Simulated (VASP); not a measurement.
Input of a VASP 6.6.1 run:

INCAR

```
PREC = Accurate
ENCUT = 520
EDIFF = 1E-6
ISMEAR = 0
SIGMA = 0.1
LREAL = F
LASPH = T
NELM = 80
ALGO = Normal
ISIF = 2
LWAVE = F
LCHARG = T
GGA = PS
LELF = T
LVHAR = T
NBANDS = 32
```

Contents of KPOINTS:

```
regular mesh
0
Gamma
  12 12 12
```

File POSCAR:

```
VN2
1.0
   -2.1497703870      2.1497703870      2.4833910320
    2.1497703870     -2.1497703870      2.4833910320
    2.1497703870      2.1497703870     -2.4833910320
V N
2 4
Direct
    0.2500000000      0.2500000000      0.0000000000
    0.7500000000      0.7500000000      0.0000000000
    0.1135126828      0.6135126828      0.7270253656
    0.6135126828      0.8864873172      0.5000000000
    0.8864873172      0.3864873172      0.2729746344
    0.3864873172      0.1135126828      0.5000000000
```

Potentials or basis: VASP PAW PBE potentials, release 64 (V_sv, N).

Command:

```bash
$ cat potpaw_PBE.64/V_sv/POTCAR potpaw_PBE.64/N/POTCAR > POTCAR
$ mpirun -np 1 vasp_std > vasp.out
```

(1) Estimate the pressure.

(2) What does it give for the largest force?

## Answers

(1) -8.7 GPa.

(2) 0.086 eV/Å.

Caveat: the PAW data sets were made with another functional, which shifts forces and pressure a little; the run has no spin polarisation, though such a crystal can be magnetic.
